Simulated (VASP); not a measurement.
# Sc in VASP: single point with PBE

Aim: the single point of Sc with PBE.

All numbers are computed with VASP 6.6.1; they aren't measurements. Logs are shortened: lines on timing, memory, paths and dates and some standing lists are left out, and cuts for length are marked.

## 1. The cell of the first run

The cell holds a cluster in a box, 1 atom: a = 10.000 Å, b = 10.000 Å, c = 10.000 Å, α = 90.00°, β = 90.00°, γ = 90.00°.

## 2. Single point, PBE

The input, INCAR:

```
PREC = Accurate
ENCUT = 400
EDIFF = 1E-6
ISMEAR = -1
SIGMA = 0.1
LREAL = F
LASPH = T
NELM = 120
ALGO = Normal
ISIF = 2
LWAVE = F
LCHARG = F
GGA = PE
NBANDS = 12
GGA_COMPAT = F
```

The input, KPOINTS:

```
regular mesh
0
Gamma
  1 1 1
```

The input, POSCAR:

```
Sc
1.0
   10.0000000000      0.0000000000      0.0000000000
    0.0000000000     10.0000000000      0.0000000000
    0.0000000000      0.0000000000     10.0000000000
Sc
1
Direct
    0.5100000000      0.5200000000      0.4900000000
```

Potentials or basis: VASP PAW PBE potentials, release 64 (Sc_sv).

Launch:

```bash
> cat potpaw_PBE.64/Sc_sv/POTCAR > POTCAR
> mpirun -np 1 vasp_gam > vasp.out
```

OUTCAR:

```text
PREC = Accurate
   ENCUT = 400
   EDIFF = 1E-6
   ISMEAR = -1
   LREAL = F
   LASPH = T
   NELM = 120
   ISIF = 2
   GGA = PE

 ion  position               nearest neighbor table
   1  0.510  0.520  0.490-

  LATTYP: Found a simple cubic cell.
 ALAT       =    10.0000000000

  Lattice vectors:

 A1 = (  10.0000000000,   0.0000000000,   0.0000000000)
 A2 = (   0.0000000000,  10.0000000000,   0.0000000000)
 A3 = (   0.0000000000,   0.0000000000,  10.0000000000)

Analysis of symmetry for initial positions (statically):
=====================================================================
 Subroutine PRICEL returns:
 Original cell was already a primitive cell.

 Routine SETGRP: Setting up the symmetry group for a
 simple cubic supercell.

 Subroutine GETGRP returns: Found 48 space group operations
 (whereof  2 operations were pure point group operations)
 out of a pool of 48 trial point group operations.

The static configuration has the point symmetry C_1h.
 The point group associated with its full space group is O_h .

Analysis of symmetry for dynamics (positions and initial velocities):
=====================================================================
 Subroutine PRICEL returns:
 Original cell was already a primitive cell.

 Routine SETGRP: Setting up the symmetry group for a
 simple cubic supercell.

 Subroutine GETGRP returns: Found 48 space group operations
 (whereof  2 operations were pure point group operations)
 out of a pool of 48 trial point group operations.

The dynamic configuration has the point symmetry C_1h.
 The point group associated with its full space group is O_h .

 Subroutine INISYM returns: Found 48 space group operations
 (whereof  2 operations are pure point group operations),
 and found     1 'primitive' translations

----------------------------------------------------------------------------------------

                                     Primitive cell

  volume of cell :    1000.0000

  direct lattice vectors                    reciprocal lattice vectors
    10.000000000  0.000000000  0.000000000     0.100000000  0.000000000  0.000000000
     0.000000000 10.000000000  0.000000000     0.000000000  0.100000000  0.000000000
     0.000000000  0.000000000 10.000000000     0.000000000  0.000000000  0.100000000

  length of vectors
    10.000000000 10.000000000 10.000000000     0.100000000  0.100000000  0.100000000

  position of ions in fractional coordinates (direct lattice)
     0.510000000  0.520000000  0.490000000

  ion indices of the primitive-cell ions
   primitive index   ion index
                 1           1

----------------------------------------------------------------------------------------

 KPOINTS: regular mesh

Automatic generation of k-mesh.
 Grid dimensions read from file:
 generate k-points for:    1    1    1

 Generating k-lattice:

  Cartesian coordinates                     Fractional coordinates (reciprocal lattice)
     0.100000000  0.000000000  0.000000000     1.000000000  0.000000000  0.000000000
     0.000000000  0.100000000  0.000000000     0.000000000  1.000000000  0.000000000
     0.000000000  0.000000000  0.100000000     0.000000000  0.000000000  1.000000000

  Length of vectors
     0.100000000  0.100000000  0.100000000

  Shift w.r.t. Gamma in fractional coordinates (k-lattice)
     0.000000000  0.000000000  0.000000000

 Subroutine IBZKPT returns following result:
 ===========================================

 Found      1 irreducible k-points:

 Following reciprocal coordinates:
            Coordinates               Weight
  0.000000  0.000000  0.000000      1.000000
   k-points           NKPTS =      1   k-points in BZ     NKDIM =      1   number of bands    NBANDS=     12
   number of dos      NEDOS =    301   number of ions     NIONS =      1
   total plane-waves  NPLWV = 343000
   dimension x,y,z NGX =    70 NGY =   70 NGZ =   70
   dimension x,y,z NGXF=   140 NGYF=  140 NGZF=  140
   ions per type =               1
   NGX,Y,Z   is equivalent  to a cutoff of  11.64, 11.64, 11.64 a.u.
   NGXF,Y,Z  is equivalent  to a cutoff of  23.27, 23.27, 23.27 a.u.
 SYSTEM =  unknown system
   PREC   = accura    normal or accurate (medium, high low for compatibility)
   ISTART =      0    job   : 0-new  1-cont  2-samecut
   ICHARG =      2    charge: 1-file 2-atom 10-const
   ISPIN  =      1    spin polarized calculation?
   LNONCOLLINEAR =      F non collinear calculations
   LSORBIT =      F    spin-orbit coupling
   LASPH  =      T    aspherical Exc in radial PAW
   ENCUT  =  400.0 eV  29.40 Ry    5.42 a.u.  16.31 16.31 16.31*2*pi/ulx,y,z
   NELM   =    120;   NELMIN=  2; NELMDL= -5     # of ELM steps
   EDIFF  = 0.1E-05   stopping-criterion for ELM
   LREAL  =      F    real-space projection
   EDIFFG = 0.1E-04   stopping-criterion for IOM
   NSW    =      0    number of steps for IOM
   IBRION =     -1    ionic relax: 0-MD 1-quasi-New 2-CG
   NFREE  =      0    steps in history (QN), initial steepest desc. (CG)
   ISIF   =      2    stress and relaxation
   ISYM   =      2    0-nonsym 1-usesym 2-fastsym
   POTIM  = 0.5000    time-step for ionic-motion
   TEBEG  =    0.0;   TEEND  =   0.0 temperature during run
   PSTRESS=    0.0 pullay stress
   NELECT =      11.0000    total number of electrons
   NUPDOWN=      -1.0000    fix difference up-down
   EMIN   =  10.00;   EMAX   =-10.00  energy-range for DOS
   EFERMI =   0.00;   METHOD = LEGACY
   ISMEAR =    -1;   SIGMA  =   0.10  broadening in eV -4-tet -1-fermi 0-gaus
   EFERMI_NEDOS =   21; number of points for ismear=-14 and -15
   IALGO  =     38    algorithm
   IMIX   =      4    mixing-type and parameters
     AMIX     =   0.40;   BMIX     =  1.00
     AMIX_MAG =   1.60;   BMIX_MAG =  1.00
  volume/ion in A,a.u.               =    1000.00      6748.33
  Fermi-wavevector in a.u.,A,eV,Ry     =   0.364087  0.688026  1.803584  0.132560
  Thomas-Fermi vector in A             =   1.286639
   LORBIT       =      0    0 simple, 1 ext, 2 COOP (PROOUT), +10 PAW based schemes
   GGA     = PE    functional components
   LHFCALC =     F    Hartree Fock is set to
   AEXX    =    0.0000 exact exchange contribution
   IVDW    =     0    specifies the selected vdW correction
   LEPSILON=     F    determine dielectric tensor
   LRPA    =     F    only Hartree local field effects (RPA)
 non-spin polarized calculation
  energy-cutoff  :      400.00
  volume of cell :     1000.00
 maximum number of plane-waves:      9019
 NGX is ok and might be reduce to    70
   NGX = 33   NGY = 33   NGZ = 33

 number of electron      10.9999996 magnetization

 Free energy of the ion-electron system (eV)
  ---------------------------------------------------
  ext. energy  EPLUGINS =         0.00000000
  ---------------------------------------------------
  free energy    TOTEN  =        -2.04562427 eV

  energy without entropy =       -1.71911984  energy(sigma->0) =       -1.88237205

 E-fermi :  -3.2179     XC(G=0):  -1.3562

 val. band max:       -3.9458377544   @ k =   0.0000   0.0000   0.0000
 cond. band min:      -3.0011225598   @ k =   0.0000   0.0000   0.0000
 fundamental gap:      0.9447151946
 Fermi energy:        -3.2179450986

 k-point     1 :       0.0000    0.0000    0.0000
  band No.  band energies     occupation
      1     -54.7952      2.00000
      2     -33.3908      2.00000
      3     -33.3908      2.00000
      4     -33.3908      2.00000
      5      -3.9458      1.99862
      6      -3.0011      0.20528
      7      -3.0011      0.20527
      8      -2.9965      0.19695
      9      -2.9965      0.19694
     10      -2.9965      0.19694
     11      -1.1516      0.00000
     12      -1.1516      0.00000

------------------------ aborting loop because EDIFF is reached ----------------------------------------

  FORCE on cell =-STRESS in cart. coord.  units (eV):
  Direction    XX          YY          ZZ          XY          YZ          ZX
  --------------------------------------------------------------------------------------
  -------------------------------------------------------------------------------------
  Total       -0.0981894     -0.0981894     -0.0981894     -0.0000000      0.0000000      0.0000000
  in kB       -0.1573169     -0.1573169     -0.1573169     -0.0000000      0.0000000      0.0000000
  external PRESSURE =      -0.1573169 kB  Pullay stress =       0.0000000 kB

 VOLUME and BASIS-vectors are now :
 -----------------------------------------------------------------------------
  energy-cutoff  :      400.00
  volume of cell :     1000.00
      direct lattice vectors                 reciprocal lattice vectors
    10.000000000  0.000000000  0.000000000     0.100000000  0.000000000  0.000000000
     0.000000000 10.000000000  0.000000000     0.000000000  0.100000000  0.000000000
     0.000000000  0.000000000 10.000000000     0.000000000  0.000000000  0.100000000

 POSITION                                       TOTAL-FORCE (eV/Angst)
 -----------------------------------------------------------------------------------
      5.10000      5.20000      4.90000         0.000000      0.000000      0.000000
 -----------------------------------------------------------------------------------
    total drift:                                0.000016     -0.000031     -0.000016

  FREE ENERGIE OF THE ION-ELECTRON SYSTEM (eV)
  ---------------------------------------------------
  free  energy   TOTEN  =        -2.0456242654 eV

  energy  without entropy=       -1.7191198382  energy(sigma->0) =       -1.88237205
```

Wall time 44 s (1 thread of Intel Xeon 8259CL, shared host); peak memory 0.62 GiB.

What came out:

* Free energy: -2.0456 eV
* Gap between the frontier levels: zero (an odd number of electrons rules out a gap without spin polarisation)

Levels at points of the mesh, in eV from the Fermi level:
| k point | band 2 | band 3 | band 4 | band 5 | band 6 | band 7 | band 8 | band 9 |
| --- | --- | --- | --- | --- | --- | --- | --- | --- |
| (0.00, 0.00, 0.00) | -30.17 | -30.17 | -30.17 | -0.73 | 0.22 | 0.22 | 0.22 | 0.22 |
